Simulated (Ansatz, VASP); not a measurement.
SiC: VASP beside Ansatz

File INCAR:

```
SYSTEM = SiC
PREC = Accurate
ENCUT = 520
EDIFF = 1E-7
ISMEAR = -1
SIGMA = 0.02
LREAL = .FALSE.
LASPH = .TRUE.
NELM = 80
ALGO = Normal
ISIF = 2
LWAVE = .FALSE.
LCHARG = .FALSE.
GGA = PE
NBANDS = 11
```

KPOINTS

```
Automatic mesh
0
G
  10 10 10
  0 0 0
```

File POSCAR:

```
SiC
1.0
    0.0000000000      2.0909302570      2.2323129173
    2.0909302570      0.0000000000      2.2323129173
    2.0909302570      2.0909302570      0.0000000000
Si C
1 1
Direct
    0.0000000000      0.0000000000      0.0000000000
    0.2500000000      0.2500000000      0.2500000000
```

Input for Ansatz:

```yaml
crystal:
  lattice:
    - [0.0, 2.090930257, 2.2323129173]
    - [2.090930257, 0.0, 2.2323129173]
    - [2.090930257, 2.090930257, 0.0]
  atoms:
    - { symbol: Si, position: [0.0, 0.0, 0.0] }
    - { symbol: C, position: [0.25, 0.25, 0.25] }
kpoints:
  mp_grid: { grid: [10, 10, 10] }
  band_path:
    path:
      - [0.0, 0.0, 0.0]
      - [-0.5, -0.5, 0.0]
      - [-0.375, -0.375, 0.25]
      - [-0.375, 0.0, 0.375]
      - [0.0, 0.0, 0.5]
      - [-0.5, -0.25, 0.25]
      - [0.072917, 0.072917, 0.145833]
      - [0.0, 0.5, 0.5]
    npoints: 1
hamiltonian:
  xc: pbe
scf:
  occupations: { method: fermi_dirac, width: 0.02 }
  n_extra_bands: 4
output:
  forces: true
  stress: true
  eigenvalues: true
```

Change from the starting cell: epitaxial_xy strain -4.0%.

Alike in both runs: task single point; functional PBE; k mesh 10 × 10 × 10; occupations fermi-dirac, width 0.02 eV; no spin polarisation.

|  | VASP | Ansatz |
| --- | --- | --- |
| version | VASP 6.6.1 | Ansatz 0.2.0 |
| potentials or method | VASP PAW PBE potentials, release 64 (Si, C) | plane waves, PAW |
| plane-wave cutoff (eV) | 520 | 420 |
| valence electrons in the cell | 8 | 8 |

Ansatz gave:

```
gap on the k mesh at the Fermi level (eV)                     : 0.95
pressure (GPa)                                                : 17.6
traceless stress, the component that is largest in VASP (GPa) : -12.99
```

**Question.** Which values does VASP return?

**Answer.** gap on the k mesh at the Fermi level (eV): 0.94; pressure (GPa): 17.5; traceless stress, the component that is largest in VASP (GPa): -13.03.
